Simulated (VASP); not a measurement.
# SnO in VASP: single point with PBE+D3(BJ)

Aim: the single point of SnO with PBE+D3(BJ).

Program: VASP 6.6.1. These are calculated values, not measurements. Logs are shortened: lines on timing, memory, paths and dates and some standing lists are left out, and cuts for length are marked.

### Step 1. The cell of the first run

The cell holds a slab with vacuum, 8 atoms: a = 3.820 Å, b = 3.820 Å, c = 22.226 Å, α = 90.00°, β = 90.00°, γ = 90.00°.

### Step 2. Single point, PBE+D3(BJ) (layers slid over each other)

The input, INCAR:

```
ALGO = Normal
DIPOL = 0.5 0.5 0.404
EDIFF = 1E-6
ENCUT = 520
GGA = PE
IDIPOL = 3
ISIF = 2
ISMEAR = 0
IVDW = 12
LASPH = True
LCHARG = False
LDIPOL = True
LREAL = False
LWAVE = False
NBANDS = 50
NELM = 100
PREC = Accurate
SIGMA = 0.05
```

The input, KPOINTS:

```
k-points
0
Gamma
  7 7 1
```

The input, POSCAR:

```
SnO
1.0
    3.8201526697      0.0002954396      0.0000000000
   -0.0003145245      3.8201526682      0.0000000000
    0.0000000000      0.0000000000     22.2260755522
Sn O
4 4
Direct
    0.9999453086      0.9999453086      0.2024648926
    0.4999453086      0.4999453086      0.3087831570
    0.6249453086      0.9999453086      0.5000000000
    1.1249453086      1.4999453086      0.6063182644
    0.9999461247      0.4999461247      0.2556240248
    0.4999461247      0.9999461247      0.2556240248
    0.6249444925      1.4999444925      0.5531591322
    1.1249444925      0.9999444925      0.5531591322
```

Potentials or basis: VASP PAW PBE potentials, release 64 (Sn_d, O).

Started as:

```bash
$ cat potpaw_PBE.64/Sn_d/POTCAR potpaw_PBE.64/O/POTCAR > POTCAR
$ mpirun -np 1 vasp_std > vasp.out
```

OUTCAR:

```text
EDIFF = 1E-6
   ENCUT = 520
   GGA = PE
   ISIF = 2
   ISMEAR = 0
   IVDW = 12
   LASPH = True
   LREAL = False
   NELM = 100
   PREC = Accurate
 IVDW          = 12

 ion  position               nearest neighbor table
   1  1.000  1.000  0.202-   6 2.25   5 2.25   6 2.25   5 2.25   2 3.59   2 3.59   2 3.59   2 3.59

   2  0.500  0.500  0.309-   5 2.25   6 2.25   5 2.25   6 2.25   1 3.59   1 3.59   1 3.59   1 3.59

   3  0.625  1.000  0.500-   8 2.25   7 2.25   8 2.25   7 2.25   4 3.59   4 3.59   4 3.59   4 3.59

   4  0.125  0.500  0.606-   7 2.25   8 2.25   7 2.25   8 2.25   3 3.59   3 3.59   3 3.59   3 3.59

   5  1.000  0.500  0.256-   2 2.25   1 2.25   2 2.25   1 2.25
   6  0.500  1.000  0.256-   1 2.25   2 2.25   1 2.25   2 2.25
   7  0.625  0.500  0.553-   4 2.25   3 2.25   4 2.25   3 2.25
   8  0.125  1.000  0.553-   3 2.25   4 2.25   3 2.25   4 2.25

  LATTYP: Found a simple tetragonal cell.
 ALAT       =     3.8201526811
 C/A-ratio  =     5.8181118420

  Lattice vectors:

 A1 = (   3.8201526697,   0.0002954396,   0.0000000000)
 A2 = (  -0.0003145245,   3.8201526682,   0.0000000000)
 A3 = (   0.0000000000,   0.0000000000,  22.2260755522)

Analysis of symmetry for initial positions (statically):
=====================================================================
 Subroutine PRICEL returns:
 Original cell was already a primitive cell.

 Routine SETGRP: Setting up the symmetry group for a
 simple tetragonal supercell.

 Subroutine GETGRP returns: Found  4 space group operations
 (whereof  1 operations were pure point group operations)
 out of a pool of 16 trial point group operations.

The static configuration has the point symmetry C_1 .
 The point group associated with its full space group is C_2h.

Analysis of symmetry for dynamics (positions and initial velocities):
=====================================================================
 Subroutine PRICEL returns:
 Original cell was already a primitive cell.

 Routine SETGRP: Setting up the symmetry group for a
 simple tetragonal supercell.

 Subroutine GETGRP returns: Found  4 space group operations
 (whereof  1 operations were pure point group operations)
 out of a pool of 16 trial point group operations.

The dynamic configuration has the point symmetry C_1 .
 The point group associated with its full space group is C_2h.

 Subroutine INISYM returns: Found  4 space group operations
 (whereof  1 operations are pure point group operations),
 and found     1 'primitive' translations

----------------------------------------------------------------------------------------

                                     Primitive cell

  volume of cell :     324.3577

  direct lattice vectors                    reciprocal lattice vectors
     3.820152670  0.000295440  0.000000000     0.261769641  0.000021552  0.000000000
    -0.000314525  3.820152668  0.000000000    -0.000020245  0.261769641  0.000000000
     0.000000000  0.000000000 22.226075552     0.000000000  0.000000000  0.044992198

  length of vectors
     3.820152681  3.820152681 22.226075552     0.261769642  0.261769642  0.044992198

  position of ions in fractional coordinates (direct lattice)
     0.999945309  0.999945309  0.202464893
     0.499945309  0.499945309  0.308783157
     0.624945309  0.999945309  0.500000000
     0.124945309  0.499945309  0.606318264
     0.999946125  0.499946125  0.255624025
     0.499946125  0.999946125  0.255624025
     0.624944492  0.499944492  0.553159132
     0.124944492  0.999944492  0.553159132

  ion indices of the primitive-cell ions
   primitive index   ion index
                 1           1
                 2           2
                 3           3
                 4           4
                 5           5
                 6           6
                 7           7
                 8           8

----------------------------------------------------------------------------------------

 KPOINTS: k-points

Automatic generation of k-mesh.
 Grid dimensions read from file:
 generate k-points for:    7    7    1

 Generating k-lattice:

  Cartesian coordinates                     Fractional coordinates (reciprocal lattice)
     0.037395663  0.000003079  0.000000000     0.142857143  0.000000000  0.000000000
    -0.000002892  0.037395663  0.000000000     0.000000000  0.142857143  0.000000000
     0.000000000  0.000000000  0.044992198     0.000000000  0.000000000  1.000000000

  Length of vectors
     0.037395663  0.037395663  0.044992198

  Shift w.r.t. Gamma in fractional coordinates (k-lattice)
     0.000000000  0.000000000  0.000000000

 Subroutine IBZKPT returns following result:
 ===========================================

 Found     16 irreducible k-points:

 Following reciprocal coordinates:
            Coordinates               Weight
  0.000000  0.000000  0.000000      1.000000
  0.142857 -0.000000  0.000000      2.000000
  0.000000  0.142857  0.000000      2.000000
  0.285714  0.000000  0.000000      2.000000
 -0.000000  0.285714  0.000000      2.000000
  0.428571 -0.000000  0.000000      2.000000
[... 8 lines left out ...]
 -0.285714  0.428571  0.000000      4.000000
  0.428571  0.428571  0.000000      4.000000
   k-points           NKPTS =     16   k-points in BZ     NKDIM =     16   number of bands    NBANDS=     50
   number of dos      NEDOS =    301   number of ions     NIONS =      8
   total plane-waves  NPLWV = 131712
   dimension x,y,z NGX =    28 NGY =   28 NGZ =  168
   dimension x,y,z NGXF=    56 NGYF=   56 NGZF=  336
   ions per type =               4   4
   NGX,Y,Z   is equivalent  to a cutoff of  12.19, 12.19, 12.57 a.u.
   NGXF,Y,Z  is equivalent  to a cutoff of  24.37, 24.37, 25.13 a.u.
 SYSTEM =  unknown system
   PREC   = accura    normal or accurate (medium, high low for compatibility)
   ISTART =      0    job   : 0-new  1-cont  2-samecut
   ICHARG =      2    charge: 1-file 2-atom 10-const
   ISPIN  =      1    spin polarized calculation?
   LNONCOLLINEAR =      F non collinear calculations
   LSORBIT =      F    spin-orbit coupling
   LASPH  =      T    aspherical Exc in radial PAW
   ENCUT  =  520.0 eV  38.22 Ry    6.18 a.u.   7.10  7.10 41.33*2*pi/ulx,y,z
   NELM   =    100;   NELMIN=  2; NELMDL= -5     # of ELM steps
   EDIFF  = 0.1E-05   stopping-criterion for ELM
   LREAL  =      F    real-space projection
   EDIFFG = 0.1E-04   stopping-criterion for IOM
   NSW    =      0    number of steps for IOM
   IBRION =     -1    ionic relax: 0-MD 1-quasi-New 2-CG
   NFREE  =      0    steps in history (QN), initial steepest desc. (CG)
   ISIF   =      2    stress and relaxation
   ISYM   =      2    0-nonsym 1-usesym 2-fastsym
   POTIM  = 0.5000    time-step for ionic-motion
   TEBEG  =    0.0;   TEEND  =   0.0 temperature during run
   PSTRESS=    0.0 pullay stress
   NELECT =      80.0000    total number of electrons
   NUPDOWN=      -1.0000    fix difference up-down
   EMIN   =  10.00;   EMAX   =-10.00  energy-range for DOS
   EFERMI =   0.00;   METHOD = LEGACY
   ISMEAR =     0;   SIGMA  =   0.05  broadening in eV -4-tet -1-fermi 0-gaus
   EFERMI_NEDOS =   21; number of points for ismear=-14 and -15
   IALGO  =     38    algorithm
   IMIX   =      4    mixing-type and parameters
     AMIX     =   0.40;   BMIX     =  1.00
     AMIX_MAG =   1.60;   BMIX_MAG =  1.00
  volume/ion in A,a.u.               =      40.54       273.61
  Fermi-wavevector in a.u.,A,eV,Ry     =   1.026668  1.940121 14.341186  1.054047
  Thomas-Fermi vector in A             =   2.160573
   LORBIT       =      0    0 simple, 1 ext, 2 COOP (PROOUT), +10 PAW based schemes
   GGA     = PE    functional components
   LHFCALC =     F    Hartree Fock is set to
   AEXX    =    0.0000 exact exchange contribution
   IVDW    =    12    specifies the selected vdW correction
   LEPSILON=     F    determine dielectric tensor
   LRPA    =     F    only Hartree local field effects (RPA)
 non-spin polarized calculation
 Gauss-broadening in eV      SIGMA  =   0.05
  energy-cutoff  :      520.00
  volume of cell :      324.36
 maximum number of plane-waves:      8769
   NGX = 15   NGY = 15   NGZ = 83

 dipolmoment           0.000000      0.000000      0.000039 electrons x Angstroem

 number of electron      79.9999969 magnetization

 dipolmoment           0.000000      0.000000     -0.000007 electrons x Angstroem

 Free energy of the ion-electron system (eV)
  ---------------------------------------------------
  ext. energy  EPLUGINS =         0.00000000
  ---------------------------------------------------
  free energy    TOTEN  =       -45.17635806 eV

  energy without entropy =      -45.17635806  energy(sigma->0) =      -45.17635806

 E-fermi :   0.0586     XC(G=0):  -5.3276

 val. band max:       -0.2253561548   @ k =   0.1429  -0.0000   0.0000
 cond. band min:       2.3265450083   @ k =   0.4286  -0.0000   0.0000
 fundamental gap:      2.5519011630
 Fermi energy:         0.0586206164

 k-point     1 :       0.0000    0.0000    0.0000
  band No.  band energies     occupation
      1     -21.0556      2.00000
      2     -21.0555      2.00000
      3     -20.6949      2.00000
      4     -20.6949      2.00000
      5     -20.6572      2.00000
      6     -20.6570      2.00000
[... 42 lines left out ...]
     49       5.1999      0.00000
     50       5.2307      0.00000

 k-point     2 :       0.1429   -0.0000    0.0000
  band No.  band energies     occupation
      1     -21.0466      2.00000
      2     -21.0466      2.00000
      3     -20.6955      2.00000
      4     -20.6955      2.00000
      5     -20.6588      2.00000
      6     -20.6583      2.00000
[... 734 lines left out ...]
 k-point    16 :       0.4286    0.4286    0.0000
  band No.  band energies     occupation
      1     -20.9963      2.00000
      2     -20.9961      2.00000
      3     -20.9824      2.00000
      4     -20.9822      2.00000
      5     -20.6618      2.00000
      6     -20.6618      2.00000
[... 42 lines left out ...]
     49       6.1972      0.00000
     50       6.4133      0.00000

------------------------ aborting loop because EDIFF is reached ----------------------------------------

 vacuum level on the upper side and lower side of the slab       (xc-potential included)        -0.159        -0.156

 Edisp (eV)   -1.23415

 E8    (eV) :    -0.5457

  FORCE on cell =-STRESS in cart. coord.  units (eV):
  Direction    XX          YY          ZZ          XY          YZ          ZX
  --------------------------------------------------------------------------------------
  -------------------------------------------------------------------------------------
  Total       0.15523     0.21160    -0.16379    -0.00001     0.00001     0.08325
  in kB       0.76675     1.04523    -0.80905    -0.00003     0.00003     0.41123
  external pressure =        0.33 kB  Pullay stress =        0.00 kB

 VOLUME and BASIS-vectors are now :
 -----------------------------------------------------------------------------
  energy-cutoff  :      520.00
  volume of cell :      324.36
      direct lattice vectors                 reciprocal lattice vectors
     3.820152670  0.000295440  0.000000000     0.261769641  0.000021552  0.000000000
    -0.000314525  3.820152668  0.000000000    -0.000020245  0.261769641  0.000000000
     0.000000000  0.000000000 22.226075552     0.000000000  0.000000000  0.044992198

 POSITION                                       TOTAL-FORCE (eV/Angst)
 -----------------------------------------------------------------------------------
      3.81963      3.82024      4.50000        -0.001595     -0.000000     -0.081989
      1.90971      1.91002      6.86304        -0.005804     -0.000000      0.149965
      2.38707      3.82013     11.11304         0.005804      0.000000     -0.149965
      0.47715      1.90990     13.47608         0.001595      0.000000      0.081989
      3.81979      1.91017      5.68152        -0.009913     -0.000001      0.008125
      1.90956      3.82009      5.68152         0.003364      0.000000      0.007666
      2.38723      1.91005     12.29456        -0.003364     -0.000000     -0.007666
      0.47699      3.81998     12.29456         0.009913      0.000001     -0.008125
 -----------------------------------------------------------------------------------
    total drift:                               -0.000003     -0.000003     -0.000357

  FREE ENERGIE OF THE ION-ELECTRON SYSTEM (eV)
  ---------------------------------------------------
  free  energy   TOTEN  =       -46.4105041558 eV

  energy  without entropy=      -46.4105041558  energy(sigma->0) =      -46.41050416

 vacuum level on the upper side and lower side of the slab         4.791         4.796
```

Wall time 9.9 min (1 thread of Oxide Virtual Turin-like, shared host); peak memory 0.41 GiB.

Results:

* Free energy: -46.4105 eV
* Largest force: 0.150 eV/Å
* Band gap on the k mesh: 2.55 eV (least direct gap 2.58 eV)
* Dispersion energy per atom: -0.154 eV

Forces in eV/Å, atoms in the order of the input:
```
Sn  -0.002  0.000 -0.082
Sn  -0.006  0.000  0.150
Sn   0.006  0.000 -0.150
Sn   0.002  0.000  0.082
O   -0.010  0.000  0.008
O    0.003  0.000  0.008
O   -0.003  0.000 -0.008
O    0.010  0.000 -0.008
```

Caveat: the cell differs from its parent crystal (layers slid over each other); spin-orbit coupling is left out, which moves the levels of the heavy elements.
